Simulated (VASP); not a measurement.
Wanted: the native input for a VASP 6.6.1 run.

```yaml
Task: single point
Functional: PBE
Potentials_or_basis: VASP PAW PBE potentials, release 64 (La)
Cutoff: 520 eV
k_mesh: 11 × 11 × 11
Occupations: fermi-dirac, width 0.05 eV
Spin: no spin polarisation
Dipole_correction: no
Further_INCAR_settings: ALGO = Normal; EDIFF = 1e-07; NBANDS = 12
```

The structure of La lies in POSCAR:

```
La
1.0
    0.0000000000      2.6480000000      2.6480000000
    2.6480000000      0.0000000000      2.6480000000
    2.6480000000      2.6480000000      0.0000000000
La
1
Direct
    0.0000000000      0.0000000000      0.0000000000
```

The input as run:

INCAR

```
SYSTEM = La
  ALGO = Normal
  EDIFF = 1E-7
  ENCUT = 520
  GGA = PE
  ISIF = 2
  ISMEAR = -1
  LASPH = .TRUE.
  LCHARG = .FALSE.
  LREAL = .FALSE.
  LWAVE = .FALSE.
  NBANDS = 12
  NELM = 100
  PREC = Accurate
  SIGMA = 0.05
```

KPOINTS

```
k-points
0
G
  11 11 11
  0 0 0
```

Potentials or basis: VASP PAW PBE potentials, release 64 (La).

Run with:

```console
$ cat potpaw_PBE.64/La/POTCAR > POTCAR
$ mpirun -np 1 vasp_std > vasp.out
```

It gave:

| Quantity | Value |
| --- | --- |
| Pressure | -0.1 GPa |

It took 52 s on 1 thread of AMD EPYC 7R43 64-Core Processor (Zen 3), on a shared host, peak memory 0.14 GiB.
